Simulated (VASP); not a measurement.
# Ti (P6/mmm) in VASP: further runs

Ti is run at these levels: PBEsol, r2SCAN; tasks: single point.

All numbers are computed with VASP 6.6.1; they aren't measurements. Logs are shortened: lines on timing, memory, paths and dates and some standing lists are left out, and cuts for length are marked.

### 1 The cell of the first run

It takes space group P6/mmm (No. 191, hexagonal). The conventional cell has a = 4.610 Å, b = 4.610 Å, c = 2.937 Å, α = 90.00°, β = 90.00°, γ = 120.00°. Within 3.9 Å of Ti (site symmetry 6/mmm) lie 14 Ti at 2.94 to 3.04 Å. Ti (site symmetry -6m2) has 11 Ti at 2.66 to 3.04 Å within 3.5 Å.

This isn't the form of Ti at room conditions, which is hcp.

### 2 Single point, PBEsol (strained)

Input file INCAR:

```
  PREC = Accurate
  ENCUT = 520
  EDIFF = 1E-6
  ISMEAR = 0
  SIGMA = 0.1
  LREAL = False
  LASPH = True
  NELM = 100
  ALGO = Fast
  ISIF = 2
  LWAVE = False
  LCHARG = False
  GGA = PS
  NBANDS = 25
```

Input file KPOINTS:

```
Automatic mesh
0
Gamma
  12 12 14
```

Input file POSCAR:

```
Ti
1.0
    4.6095317003      0.0000000000      0.0000000000
   -2.3047658501      3.9919715520      0.0000000000
    0.0000000000      0.0000000000      2.9371178327
Ti
3
Direct
    0.0000000000      0.0000000000      0.0000000000
    0.3333333333      0.6666666667      0.5000000000
    0.6666666667      0.3333333333      0.5000000000
```

Potentials or basis: VASP PAW PBE potentials, release 64 (Ti_sv).

Command:

```console
$ cat potpaw_PBE.64/Ti_sv/POTCAR > POTCAR
$ mpirun -np 1 vasp_std > vasp.out
```

OUTCAR:

```text
PREC = Accurate
   ENCUT = 520
   EDIFF = 1E-6
   ISMEAR = 0
   LREAL = False
   LASPH = True
   NELM = 100
   ISIF = 2
   GGA = PS

 ion  position               nearest neighbor table
   1  0.000  0.000  0.000-
   2  0.333  0.667  0.500-   3 2.66   3 2.66   3 2.66
   3  0.667  0.333  0.500-   2 2.66   2 2.66   2 2.66

  LATTYP: Found a hexagonal cell.
 ALAT       =     4.6095317003
 C/A-ratio  =     0.6371835630

  Lattice vectors:

 A1 = (   4.6095317003,   0.0000000000,   0.0000000000)
 A2 = (  -2.3047658501,   3.9919715520,   0.0000000000)
 A3 = (   0.0000000000,   0.0000000000,   2.9371178327)

Analysis of symmetry for initial positions (statically):
=====================================================================
 Subroutine PRICEL returns:
 Original cell was already a primitive cell.

 Routine SETGRP: Setting up the symmetry group for a
 hexagonal supercell.

 Subroutine GETGRP returns: Found 24 space group operations
 (whereof 24 operations were pure point group operations)
 out of a pool of 24 trial point group operations.

The static configuration has the point symmetry D_6h.

Analysis of symmetry for dynamics (positions and initial velocities):
=====================================================================
 Subroutine PRICEL returns:
 Original cell was already a primitive cell.

 Routine SETGRP: Setting up the symmetry group for a
 hexagonal supercell.

 Subroutine GETGRP returns: Found 24 space group operations
 (whereof 24 operations were pure point group operations)
 out of a pool of 24 trial point group operations.

The dynamic configuration has the point symmetry D_6h.

 Subroutine INISYM returns: Found 24 space group operations
 (whereof 24 operations are pure point group operations),
 and found     1 'primitive' translations

----------------------------------------------------------------------------------------

                                     Primitive cell

  volume of cell :      54.0463

  direct lattice vectors                    reciprocal lattice vectors
     4.609531700  0.000000000  0.000000000     0.216941777  0.125251394  0.000000000
    -2.304765850  3.991971552  0.000000000     0.000000000  0.250502787  0.000000000
     0.000000000  0.000000000  2.937117833     0.000000000  0.000000000  0.340469827

  length of vectors
     4.609531700  4.609531700  2.937117833     0.250502787  0.250502787  0.340469827

  position of ions in fractional coordinates (direct lattice)
     0.000000000  0.000000000  0.000000000
     0.333333333  0.666666667  0.500000000
     0.666666667  0.333333333  0.500000000

  ion indices of the primitive-cell ions
   primitive index   ion index
                 1           1
                 2           2
                 3           3

----------------------------------------------------------------------------------------

 KPOINTS: Automatic mesh

Automatic generation of k-mesh.
 Grid dimensions read from file:
 generate k-points for:   12   12   14

 Generating k-lattice:

  Cartesian coordinates                     Fractional coordinates (reciprocal lattice)
     0.018078481  0.010437616  0.000000000     0.083333333  0.000000000  0.000000000
     0.000000000  0.020875232  0.000000000     0.000000000  0.083333333  0.000000000
     0.000000000  0.000000000  0.024319273     0.000000000  0.000000000  0.071428571

  Length of vectors
     0.020875232  0.020875232  0.024319273

  Shift w.r.t. Gamma in fractional coordinates (k-lattice)
     0.000000000  0.000000000  0.000000000

 Subroutine IBZKPT returns following result:
 ===========================================

 Found    152 irreducible k-points:

 Following reciprocal coordinates:
            Coordinates               Weight
  0.000000  0.000000  0.000000      1.000000
  0.083333  0.000000  0.000000      6.000000
  0.166667  0.000000  0.000000      6.000000
  0.250000 -0.000000  0.000000      6.000000
  0.333333 -0.000000  0.000000      6.000000
  0.416667  0.000000  0.000000      6.000000
[... 16 lines left out ...]
  0.250000 -0.000000  0.071429     12.000000
  0.333333 -0.000000  0.071429     12.000000
 [... further k-points ...]
   k-points           NKPTS =    152   k-points in BZ     NKDIM =    152   number of bands    NBANDS=     25
   number of dos      NEDOS =    301   number of ions     NIONS =      3
   total plane-waves  NPLWV =  31104
   dimension x,y,z NGX =    36 NGY =   36 NGZ =   24
   dimension x,y,z NGXF=    72 NGYF=   72 NGZF=   48
   ions per type =               3
   NGX,Y,Z   is equivalent  to a cutoff of  12.98, 12.98, 13.58 a.u.
   NGXF,Y,Z  is equivalent  to a cutoff of  25.97, 25.97, 27.17 a.u.
 SYSTEM =  unknown system
   PREC   = accura    normal or accurate (medium, high low for compatibility)
   ISTART =      0    job   : 0-new  1-cont  2-samecut
   ICHARG =      2    charge: 1-file 2-atom 10-const
   ISPIN  =      1    spin polarized calculation?
   LNONCOLLINEAR =      F non collinear calculations
   LSORBIT =      F    spin-orbit coupling
   LASPH  =      T    aspherical Exc in radial PAW
   ENCUT  =  520.0 eV  38.22 Ry    6.18 a.u.   8.57  8.57  5.46*2*pi/ulx,y,z
   NELM   =    100;   NELMIN=  2; NELMDL= -5     # of ELM steps
   EDIFF  = 0.1E-05   stopping-criterion for ELM
   LREAL  =      F    real-space projection
   EDIFFG = 0.1E-04   stopping-criterion for IOM
   NSW    =      0    number of steps for IOM
   IBRION =     -1    ionic relax: 0-MD 1-quasi-New 2-CG
   NFREE  =      0    steps in history (QN), initial steepest desc. (CG)
   ISIF   =      2    stress and relaxation
   ISYM   =      2    0-nonsym 1-usesym 2-fastsym
   POTIM  = 0.5000    time-step for ionic-motion
   TEBEG  =    0.0;   TEEND  =   0.0 temperature during run
   PSTRESS=    0.0 pullay stress
   NELECT =      36.0000    total number of electrons
   NUPDOWN=      -1.0000    fix difference up-down
   EMIN   =  10.00;   EMAX   =-10.00  energy-range for DOS
   EFERMI =   0.00;   METHOD = LEGACY
   ISMEAR =     0;   SIGMA  =   0.10  broadening in eV -4-tet -1-fermi 0-gaus
   EFERMI_NEDOS =   21; number of points for ismear=-14 and -15
   IALGO  =     68    algorithm
   IMIX   =      4    mixing-type and parameters
     AMIX     =   0.40;   BMIX     =  1.00
     AMIX_MAG =   1.60;   BMIX_MAG =  1.00
  volume/ion in A,a.u.               =      18.02       121.57
  Fermi-wavevector in a.u.,A,eV,Ry     =   1.429729  2.701796 27.812018  2.044126
  Thomas-Fermi vector in A             =   2.549651
   LORBIT       =      0    0 simple, 1 ext, 2 COOP (PROOUT), +10 PAW based schemes
   GGA     = PS    functional components
   LHFCALC =     F    Hartree Fock is set to
   AEXX    =    0.0000 exact exchange contribution
   IVDW    =     0    specifies the selected vdW correction
   LEPSILON=     F    determine dielectric tensor
   LRPA    =     F    only Hartree local field effects (RPA)
 non-spin polarized calculation
 RMM-DIIS sequential band-by-band and
 Gauss-broadening in eV      SIGMA  =   0.10
  energy-cutoff  :      520.00
  volume of cell :       54.05
 maximum number of plane-waves:      1481
 NGX is ok and might be reduce to    36
   NGX = 17   NGY = 17   NGZ = 11

 number of electron      35.9999993 magnetization

 Free energy of the ion-electron system (eV)
  ---------------------------------------------------
  ext. energy  EPLUGINS =         0.00000000
  ---------------------------------------------------
  free energy    TOTEN  =       -24.90278151 eV

  energy without entropy =      -24.88766764  energy(sigma->0) =      -24.89522457

 E-fermi :   7.7358     XC(G=0): -11.4583

 val. band max:        7.7338612259   @ k =   0.2500   0.2500   0.0000
 cond. band min:       7.7366712937   @ k =   0.2500   0.2500   0.3571
 fundamental gap:      0.0028100678
 Fermi energy:         7.7358100488

 k-point     1 :       0.0000    0.0000    0.0000
  band No.  band energies     occupation
      1     -49.0530      2.00000
      2     -48.7621      2.00000
      3     -48.6046      2.00000
      4     -25.4530      2.00000
      5     -25.4530      2.00000
      6     -25.3029      2.00000
[... 17 lines left out ...]
     24       9.3678      0.00000
     25       9.3848      0.00000

 k-point     2 :       0.0833    0.0000    0.0000
  band No.  band energies     occupation
      1     -49.0524      2.00000
      2     -48.7602      2.00000
      3     -48.6071      2.00000
      4     -25.4661      2.00000
      5     -25.4629      2.00000
      6     -25.2902      2.00000
[... 17 lines left out ...]
     24       9.1228      0.00000
     25       9.5957      0.00000

 k-point     3 :       0.1667    0.0000    0.0000
  band No.  band energies     occupation
      1     -49.0508      2.00000
      2     -48.7546      2.00000
      3     -48.6145      2.00000
      4     -25.4947      2.00000
      5     -25.4767      2.00000
      6     -25.2626      2.00000
[... 17 lines left out ...]
     24       9.2049      0.00000
     25       9.8645      0.00000

 k-point     4 :       0.2500   -0.0000    0.0000
  band No.  band energies     occupation
      1     -49.0487      2.00000
      2     -48.7456      2.00000
      3     -48.6260      2.00000
      4     -25.5252      2.00000
      5     -25.4782      2.00000
      6     -25.2337      2.00000
[... 17 lines left out ...]
     24       9.4493      0.00000
     25      10.0979      0.00000

 k-point     5 :       0.3333   -0.0000    0.0000
  band No.  band energies     occupation
      1     -49.0466      2.00000
      2     -48.7339      2.00000
      3     -48.6400      2.00000
      4     -25.5504      2.00000
      5     -25.4647      2.00000
      6     -25.2101      2.00000
[... 17 lines left out ...]
     24       9.7403      0.00000
     25      10.1193      0.00000

 k-point     6 :       0.4167    0.0000    0.0000
  band No.  band energies     occupation
      1     -49.0452      2.00000
      2     -48.7221      2.00000
      3     -48.6535      2.00000
      4     -25.5668      2.00000
      5     -25.4440      2.00000
      6     -25.1949      2.00000
[... 17 lines left out ...]
     24       9.7569      0.00000
     25      10.0448      0.00000
[... 393 lines left out ...]
 k-point    21 :       0.0833    0.0000    0.0714
  band No.  band energies     occupation
      1     -49.0502      2.00000
      2     -48.7588      2.00000
      3     -48.6054      2.00000
      4     -25.4622      2.00000
      5     -25.4593      2.00000
      6     -25.2886      2.00000
[... 17 lines left out ...]
     24       9.1735      0.00000
     25       9.6815      0.00000

 k-point    22 :       0.1667    0.0000    0.0714
  band No.  band energies     occupation
      1     -49.0487      2.00000
      2     -48.7531      2.00000
      3     -48.6128      2.00000
      4     -25.4900      2.00000
      5     -25.4731      2.00000
      6     -25.2622      2.00000
[... 17 lines left out ...]
     24       9.2039      0.00000
     25       9.9352      0.00000

 k-point    23 :       0.2500   -0.0000    0.0714
  band No.  band energies     occupation
      1     -49.0467      2.00000
      2     -48.7440      2.00000
      3     -48.6243      2.00000
      4     -25.5197      2.00000
      5     -25.4751      2.00000
      6     -25.2345      2.00000
[... 17 lines left out ...]
     24       9.4266      0.00000
     25      10.2178      0.00000

 k-point    24 :       0.3333   -0.0000    0.0714
  band No.  band energies     occupation
      1     -49.0448      2.00000
      2     -48.7322      2.00000
      3     -48.6383      2.00000
      4     -25.5444      2.00000
      5     -25.4627      2.00000
      6     -25.2119      2.00000
[... 17 lines left out ...]
     24       9.7149      0.00000
     25      10.1223      0.00000

 [... further k-points ...]

------------------------ aborting loop because EDIFF is reached ----------------------------------------

  FORCE on cell =-STRESS in cart. coord.  units (eV):
  Direction    XX          YY          ZZ          XY          YZ          ZX
  --------------------------------------------------------------------------------------
  -------------------------------------------------------------------------------------
  Total       -2.6443185     -2.6443185     -4.2917385     -0.0000000      0.0000000      0.0000000
  in kB      -78.3896499    -78.3896499   -127.2266886     -0.0000000      0.0000000      0.0000000
  external PRESSURE =     -94.6686628 kB  Pullay stress =       0.0000000 kB

 VOLUME and BASIS-vectors are now :
 -----------------------------------------------------------------------------
  energy-cutoff  :      520.00
  volume of cell :       54.05
      direct lattice vectors                 reciprocal lattice vectors
     4.609531700  0.000000000  0.000000000     0.216941777  0.125251394  0.000000000
    -2.304765850  3.991971552  0.000000000     0.000000000  0.250502787  0.000000000
     0.000000000  0.000000000  2.937117833     0.000000000  0.000000000  0.340469827

 POSITION                                       TOTAL-FORCE (eV/Angst)
 -----------------------------------------------------------------------------------
      0.00000      0.00000      0.00000        -0.000000     -0.000000     -0.000000
     -0.00000      2.66131      1.46856        -0.000000      0.000000      0.000000
      2.30477      1.33066      1.46856         0.000000     -0.000000     -0.000000
 -----------------------------------------------------------------------------------
    total drift:                                0.000000      0.000000     -0.000000

  FREE ENERGIE OF THE ION-ELECTRON SYSTEM (eV)
  ---------------------------------------------------
  free  energy   TOTEN  =       -24.9027815060 eV

  energy  without entropy=      -24.8876676351  energy(sigma->0) =      -24.89522457
```

Wall time 4.6 min (1 thread of Intel Xeon 6975P-C (Granite Rapids), shared host); peak memory 0.28 GiB.

Results:

```
Free energy            : -24.9028 eV
Pressure               : -9.5 GPa
Band gap on the k mesh : zero (bands 18 and 19 overlap by 0.35 eV)
```

Stress tensor (GPa, compression positive):
```
 -7.84   0.00   0.00
  0.00  -7.84   0.00
  0.00   0.00 -12.72
```

Levels at points of the mesh, in eV from the Fermi level:
| k point | band 16 | band 17 | band 18 | band 19 | band 20 | band 21 |
| --- | --- | --- | --- | --- | --- | --- |
| (0.00, 0.00, 0.00) | -0.67 | -0.56 | -0.56 | 0.10 | 0.78 | 1.24 |
| (0.50, 0.00, 0.00) | -0.38 | -0.29 | -0.28 | 0.12 | 0.62 | 0.77 |
| (0.00, 0.00, 0.50) | -1.89 | -1.52 | -1.52 | 1.10 | 1.10 | 1.11 |
| (0.50, 0.00, 0.50) | -1.08 | -0.73 | -0.71 | 0.37 | 0.71 | 0.71 |

Caveat: the cell differs from its parent crystal (strained); the cell stands under tension; the PAW data sets were made with another functional, which shifts forces and pressure a little.

(Part 1 of 2 ends here.)
